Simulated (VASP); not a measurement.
# MgSi32 (a cell with a defect) in VASP: single point with PBE

Aim: the single point of MgSi32 (a cell with a defect) with PBE.

Program: VASP 6.6.1. These are calculated values, not measurements. Logs are shortened: lines on timing, memory, paths and dates and some standing lists are left out, and cuts for length are marked.

### Step 1. The cell of the first run

The cell holds a defect, 33 atoms: a = 9.220 Å, b = 9.220 Å, c = 9.992 Å, α = 116.09°, β = 116.09°, γ = 92.69°.

### Step 2. Single point, PBE

File INCAR:

```
SYSTEM = MgSi32
  PREC = Accurate
  ENCUT = 520
  EDIFF = 1E-7
  ISMEAR = 0
  SIGMA = 0.02
  LREAL = Auto
  LASPH = .TRUE.
  NELM = 60
  ALGO = Normal
  ISIF = 2
  LWAVE = .FALSE.
  LCHARG = .FALSE.
  GGA = PE
  NBANDS = 87
  NELECT = 128.0
```

File KPOINTS:

```
Automatic mesh
0
Gamma
  2 2 2
  0.5 0.5 0.5
```

File POSCAR:

```
MgSi32
1.0
   -5.7769209609      3.3353068718      6.3650226989
    5.7769209609     -3.3353068718      6.3650226989
    3.8512806405      6.6706137437     -6.3650226989
Si Mg
32 1
Direct
    0.2410010983      0.0742933983      0.2511985744
    0.7383385235      0.5713141911      0.2496484822
    0.1127248126      0.4470818135      0.4998324488
    0.6128749999      0.9472345077      0.5001296271
    0.4886771316      0.3216541340      0.7503300657
    0.9897888308      0.8230815469      0.7487750366
    0.8650707365      0.1991971888     -0.0000200310
    0.3619740744      0.6937431037      0.9999825772
    0.3246776440      0.5063493593      0.2718508356
    0.8281363727      0.9908810786      0.2495202990
    0.1983378212      0.8625946537      0.4902470003
    0.7080806395      0.3723388600      0.5097384238
    0.5785900189      0.7413350363      0.7504298356
    0.0528083911      0.2344693590      0.7281027296
    0.9454424936      0.6273470446      0.9999931520
    0.4613600754      0.0971273588      0.0000030158
    0.4379814716      0.2612624606      0.2653067523
    0.9240168950      0.7592763531      0.2491041758
    0.3020566206      0.6431652249      0.5155496936
    0.7864870236      0.1275945174      0.4844040474
    0.6749051717      0.5101650038      0.7508839784
    0.1726725709     -0.0040584462      0.7346782489
    0.0393895523      0.3959554783     -0.0000301646
    0.5584810159      0.8693744826      0.9999751706
    0.5106362237      0.6774798397      0.2520589145
    0.0127707786      0.1794921960      0.2494506733
    0.3866179569      0.0538000759      0.4996038389
    0.8870007796      0.5541809361      0.5003725020
    0.7632985294      0.9300214818      0.7505092336
    0.2585587861      0.4254033433      0.7479058134
    0.1382352849      0.8067869386      0.9999868350
    0.6356948228      0.3004914479     -0.0000097622
    0.2936479785      0.2935544328     -0.0000185896
```

Potentials or basis: VASP PAW PBE potentials, release 64 (Si, Mg).

Launch:

```bash
$ cat potpaw_PBE.64/Si/POTCAR potpaw_PBE.64/Mg/POTCAR > POTCAR
$ mpirun -np 1 vasp_std > vasp.out
```

OUTCAR:

```text
SYSTEM = MgSi32
   PREC = Accurate
   ENCUT = 520
   EDIFF = 1E-7
   ISMEAR = 0
   LREAL = Auto
   LASPH = .TRUE.
   NELM = 60
   ISIF = 2
   GGA = PE
   NELECT = 128.0

 ion  position               nearest neighbor table
   1  0.241  0.074  0.251-  27 2.35  31 2.35  26 2.35  17 2.36
   2  0.738  0.571  0.250-  28 2.35  32 2.36  25 2.36  18 2.38
   3  0.113  0.447  0.500-  28 2.35  30 2.35  26 2.35  19 2.36
   4  0.613  0.947  0.500-  27 2.35  25 2.35  29 2.35  20 2.36
   5  0.489  0.322  0.750-  27 2.35  32 2.36  30 2.36  21 2.38
   6  0.990  0.823  0.749-  28 2.35  31 2.35  29 2.35  22 2.36
   7  0.865  0.199  1.000-  32 2.35  29 2.35  26 2.35  23 2.37
   8  0.362  0.694  1.000-  31 2.35  25 2.36  30 2.36  24 2.37
   9  0.325  0.506  0.272-  19 2.31  25 2.41  33 2.43  17 2.52  23 2.52
  10  0.828  0.991  0.250-  20 2.34  24 2.34  18 2.35  26 2.38
  11  0.198  0.863  0.490-  22 2.33  19 2.34  18 2.35  27 2.36
  12  0.708  0.372  0.510-  17 2.33  20 2.34  21 2.35  28 2.36
  13  0.579  0.741  0.750-  19 2.34  24 2.34  21 2.35  29 2.38
  14  0.053  0.234  0.728-  20 2.31  30 2.41  33 2.43  22 2.52  23 2.52
  15  0.945  0.627  1.000-  23 2.34  21 2.35  18 2.35  31 2.37
  16  0.461  0.097  0.000-  24 2.32  32 2.41  33 2.44  17 2.52  22 2.52
  17  0.438  0.261  0.265-  12 2.33   1 2.36   9 2.52  16 2.52  33 2.55
  18  0.924  0.759  0.249-  11 2.35  15 2.35  10 2.35   2 2.38
  19  0.302  0.643  0.516-   9 2.31  13 2.34  11 2.34   3 2.36
  20  0.786  0.128  0.484-  14 2.31  10 2.34  12 2.34   4 2.36
  21  0.675  0.510  0.751-  12 2.35  15 2.35  13 2.35   5 2.38
  22  0.173  0.996  0.735-  11 2.33   6 2.36  14 2.52  16 2.52  33 2.55
  23  0.039  0.396  1.000-  15 2.34   7 2.37  14 2.52   9 2.52  33 2.57
  24  0.558  0.869  1.000-  16 2.32  13 2.34  10 2.34   8 2.37
  25  0.511  0.677  0.252-   4 2.35   8 2.36   2 2.36   9 2.41  33 3.15
  26  0.013  0.179  0.249-   3 2.35   7 2.35   1 2.35  10 2.38
  27  0.387  0.054  0.500-   4 2.35   1 2.35   5 2.35  11 2.36
  28  0.887  0.554  0.500-   3 2.35   6 2.35   2 2.35  12 2.36
  29  0.763  0.930  0.751-   4 2.35   7 2.35   6 2.35  13 2.38
  30  0.259  0.425  0.748-   3 2.35   8 2.36   5 2.36  14 2.41  33 3.15
  31  0.138  0.807  1.000-   1 2.35   6 2.35   8 2.35  15 2.37
  32  0.636  0.300  1.000-   7 2.35   2 2.36   5 2.36  16 2.41  33 3.15
  33  0.294  0.294  1.000-   9 2.43  14 2.43  16 2.44  22 2.55  17 2.55  23 2.57  32 3.15  30 3.15
                            25 3.15

  LATTYP: Found a face centered orthorhombic cell.
 ALAT       =    12.7300453978
 B/A-ratio  =     1.0480109906
 C/A-ratio  =     1.2101388550

  Lattice vectors:

 A1 = (   9.6282016014,   3.3353068719,   0.0000000000)
 A2 = (   3.8512806405,   6.6706137437,   6.3650226989)
 A3 = (   5.7769209609,  -3.3353068718,   6.3650226989)

Analysis of symmetry for initial positions (statically):
=====================================================================
 Subroutine PRICEL returns:
 Original cell was already a primitive cell.

 Routine SETGRP: Setting up the symmetry group for a
 face centered orthorhombic supercell.

 Subroutine GETGRP returns: Found  1 space group operations
 (whereof  1 operations were pure point group operations)
 out of a pool of  8 trial point group operations.

The static configuration has the point symmetry C_1 .

Analysis of symmetry for dynamics (positions and initial velocities):
=====================================================================
 Subroutine PRICEL returns:
 Original cell was already a primitive cell.

 Routine SETGRP: Setting up the symmetry group for a
 face centered orthorhombic supercell.

 Subroutine GETGRP returns: Found  1 space group operations
 (whereof  1 operations were pure point group operations)
 out of a pool of  8 trial point group operations.

The dynamic configuration has the point symmetry C_1 .

 Subroutine INISYM returns: Found  1 space group operations
 (whereof  1 operations are pure point group operations),
 and found     1 'primitive' translations

----------------------------------------------------------------------------------------

                                     Primitive cell

  volume of cell :     654.0801

  direct lattice vectors                    reciprocal lattice vectors
    -5.776920961  3.335306872  6.365022699    -0.032456736  0.093694527  0.078554315
     5.776920961 -3.335306872  6.365022699     0.097370209  0.018738905  0.078554315
[... 74 lines left out ...]
                33          33

----------------------------------------------------------------------------------------

 KPOINTS: Automatic mesh

Automatic generation of k-mesh.
 Grid dimensions read from file:
 generate k-points for:    2    2    2

 Generating k-lattice:

  Cartesian coordinates                     Fractional coordinates (reciprocal lattice)
    -0.016228368  0.046847264  0.039277158     0.500000000  0.000000000 -0.000000000
     0.048685104  0.009369453  0.039277158     0.000000000  0.500000000  0.000000000
     0.032456736  0.056216716  0.000000000     0.000000000  0.000000000  0.500000000

  Length of vectors
     0.063251254  0.063251254  0.064913473

  Shift w.r.t. Gamma in fractional coordinates (k-lattice)
     0.500000000  0.500000000  0.500000000

 Subroutine IBZKPT returns following result:
 ===========================================

 Found      4 irreducible k-points:

 Following reciprocal coordinates:
            Coordinates               Weight
  0.250000  0.250000  0.250000      2.000000
 -0.250000  0.250000  0.250000      2.000000
 -0.250000  0.250000 -0.250000      2.000000
 -0.250000 -0.250000  0.250000      2.000000
   k-points           NKPTS =      4   k-points in BZ     NKDIM =      4   number of bands    NBANDS=     87
   number of dos      NEDOS =    301   number of ions     NIONS =     33
   total plane-waves  NPLWV = 392000
   dimension x,y,z NGX =    70 NGY =   70 NGZ =   80
   dimension x,y,z NGXF=   140 NGYF=  140 NGZF=  160
   ions per type =              32   1
   NGX,Y,Z   is equivalent  to a cutoff of  12.62, 12.62, 13.31 a.u.
   NGXF,Y,Z  is equivalent  to a cutoff of  25.24, 25.24, 26.62 a.u.
 SYSTEM =  MgSi32
   PREC   = accura    normal or accurate (medium, high low for compatibility)
   ISTART =      0    job   : 0-new  1-cont  2-samecut
   ICHARG =      2    charge: 1-file 2-atom 10-const
   ISPIN  =      1    spin polarized calculation?
   LNONCOLLINEAR =      F non collinear calculations
   LSORBIT =      F    spin-orbit coupling
   LASPH  =      T    aspherical Exc in radial PAW
   ENCUT  =  520.0 eV  38.22 Ry    6.18 a.u.  17.14 17.14 18.58*2*pi/ulx,y,z
   NELM   =     60;   NELMIN=  2; NELMDL= -5     # of ELM steps
   EDIFF  = 0.1E-06   stopping-criterion for ELM
   LREAL  =      T    real-space projection
   EDIFFG = 0.1E-05   stopping-criterion for IOM
   NSW    =      0    number of steps for IOM
   IBRION =     -1    ionic relax: 0-MD 1-quasi-New 2-CG
   NFREE  =      0    steps in history (QN), initial steepest desc. (CG)
   ISIF   =      2    stress and relaxation
   ISYM   =      2    0-nonsym 1-usesym 2-fastsym
   POTIM  = 0.5000    time-step for ionic-motion
   TEBEG  =    0.0;   TEEND  =   0.0 temperature during run
   PSTRESS=    0.0 pullay stress
   NELECT =     128.0000    total number of electrons
   NUPDOWN=      -1.0000    fix difference up-down
   EMIN   =  10.00;   EMAX   =-10.00  energy-range for DOS
   EFERMI =   0.00;   METHOD = LEGACY
   ISMEAR =     0;   SIGMA  =   0.02  broadening in eV -4-tet -1-fermi 0-gaus
   EFERMI_NEDOS =   21; number of points for ismear=-14 and -15
   IALGO  =     38    algorithm
   IMIX   =      4    mixing-type and parameters
     AMIX     =   0.40;   BMIX     =  1.00
     AMIX_MAG =   1.60;   BMIX_MAG =  1.00
  volume/ion in A,a.u.               =      19.82       133.76
  Fermi-wavevector in a.u.,A,eV,Ry     =   0.950461  1.796112 12.291190  0.903377
  Thomas-Fermi vector in A             =   2.078840
   LORBIT       =      0    0 simple, 1 ext, 2 COOP (PROOUT), +10 PAW based schemes
   GGA     = PE    functional components
   LHFCALC =     F    Hartree Fock is set to
   AEXX    =    0.0000 exact exchange contribution
   IVDW    =     0    specifies the selected vdW correction
   LEPSILON=     F    determine dielectric tensor
   LRPA    =     F    only Hartree local field effects (RPA)
 non-spin polarized calculation
 Gauss-broadening in eV      SIGMA  =   0.02
  energy-cutoff  :      520.00
  volume of cell :      654.08
 maximum number of plane-waves:     17670
 NGX is ok and might be reduce to    70
   NGX = 35   NGY = 35   NGZ = 37

 number of electron     128.0000000 magnetization

 Free energy of the ion-electron system (eV)
  ---------------------------------------------------
  ext. energy  EPLUGINS =         0.00000000
  ---------------------------------------------------
  free energy    TOTEN  =      -184.84240735 eV

  energy without entropy =     -184.84240735  energy(sigma->0) =     -184.84240735

 E-fermi :   5.7973     XC(G=0):  -9.3740

 val. band max:        5.6970602470   @ k =  -0.2500  -0.2500   0.2500
 cond. band min:       6.4053045305   @ k =   0.2500   0.2500   0.2500
 fundamental gap:      0.7082442835
 Fermi energy:         5.7972534629

 k-point     1 :       0.2500    0.2500    0.2500
  band No.  band energies     occupation
      1      -5.3845      2.00000
      2      -5.3525      2.00000
      3      -5.2051      2.00000
      4      -5.1510      2.00000
      5      -3.9186      2.00000
      6      -3.9141      2.00000
[... 305 lines left out ...]
     75       8.0977      0.00000
     76       8.1846      0.00000
 [bands above 76 left out]

------------------------ aborting loop because EDIFF is reached ----------------------------------------

  FORCE on cell =-STRESS in cart. coord.  units (eV):
  Direction    XX          YY          ZZ          XY          YZ          ZX
  --------------------------------------------------------------------------------------
  -------------------------------------------------------------------------------------
  Total       -9.6847145     -9.6868687    -14.1229584      0.0052193      0.0237928     -0.0315580
  in kB      -23.7228301    -23.7281067    -34.5943642      0.0127846      0.0582807     -0.0773016
  external PRESSURE =     -27.3484336 kB  Pullay stress =       0.0000000 kB

 VOLUME and BASIS-vectors are now :
 -----------------------------------------------------------------------------
  energy-cutoff  :      520.00
  volume of cell :      654.08
      direct lattice vectors                 reciprocal lattice vectors
    -5.776920961  3.335306872  6.365022699    -0.032456736  0.093694527  0.078554315
     5.776920961 -3.335306872  6.365022699     0.097370209  0.018738905  0.078554315
     3.851280641  6.670613744 -6.365022699     0.064913473  0.112433432  0.000000000

 POSITION                                       TOTAL-FORCE (eV/Angst)
 -----------------------------------------------------------------------------------
      0.00438      2.23167      0.40797        -0.006718     -0.002307     -0.036401
     -0.00342      2.22239      6.74695        -0.003188      0.007173     -0.012647
      3.85655      2.21901      0.38174         0.005507     -0.014413     -0.024046
      3.85771      2.22098      6.74680         0.015177      0.001817     -0.023834
      1.92485      5.56224      0.38191        -0.006724     -0.000238     -0.011979
      1.92069      5.55081      6.77299        -0.000709      0.007406     -0.035162
[... 25 lines left out ...]
      1.91480      7.78855     -0.40611        -0.007160      0.004041     -0.038014
      3.85067      6.67080     -2.62735        -0.008131      0.003594      1.256865
 -----------------------------------------------------------------------------------
    total drift:                               -0.006398      0.003383      0.000287

  FREE ENERGIE OF THE ION-ELECTRON SYSTEM (eV)
  ---------------------------------------------------
  free  energy   TOTEN  =      -184.8424073522 eV

  energy  without entropy=     -184.8424073522  energy(sigma->0) =     -184.84240735
```

It took 14 min on 1 thread of Oxide Virtual Turin-like, shared host; peak memory 0.76 GiB.

Results:

- Free energy: -184.8424 eV
- Largest force: 1.257 eV/Å

Forces on the atoms (eV/Å):
```
Si  -0.007 -0.002 -0.036
Si  -0.003  0.007 -0.013
Si   0.006 -0.014 -0.024
Si   0.015  0.002 -0.024
Si  -0.007  0.000 -0.012
Si  -0.001  0.007 -0.035
Si  -0.013  0.009 -0.034
Si   0.004 -0.002 -0.026
Si   0.020  0.009 -0.112
Si  -0.015  0.007 -0.019
Si   0.080  0.040 -0.048
Si   0.006 -0.090 -0.048
Si  -0.014  0.008 -0.018
Si   0.002 -0.023 -0.112
Si  -0.066  0.038 -0.047
Si  -0.016  0.009 -0.105
Si   0.004 -0.125 -0.061
Si  -0.019  0.004 -0.005
Si   0.040  0.012 -0.029
Si   0.011 -0.041 -0.027
Si  -0.015  0.015 -0.005
Si   0.111  0.059 -0.061
Si  -0.094  0.057 -0.053
Si  -0.030  0.018 -0.024
Si   0.009  0.006 -0.043
Si  -0.002  0.002 -0.022
Si   0.005 -0.008 -0.037
Si   0.009 -0.001 -0.036
Si  -0.003  0.000 -0.024
Si  -0.002 -0.012 -0.043
Si   0.000  0.000 -0.037
Si  -0.007  0.004 -0.038
Mg  -0.008  0.004  1.257
```

Caveat: the cell carries a net charge on a neutralising background, which shifts energy and pressure; the cell is charged against a uniform background, so pressure and absolute levels hang on convention.
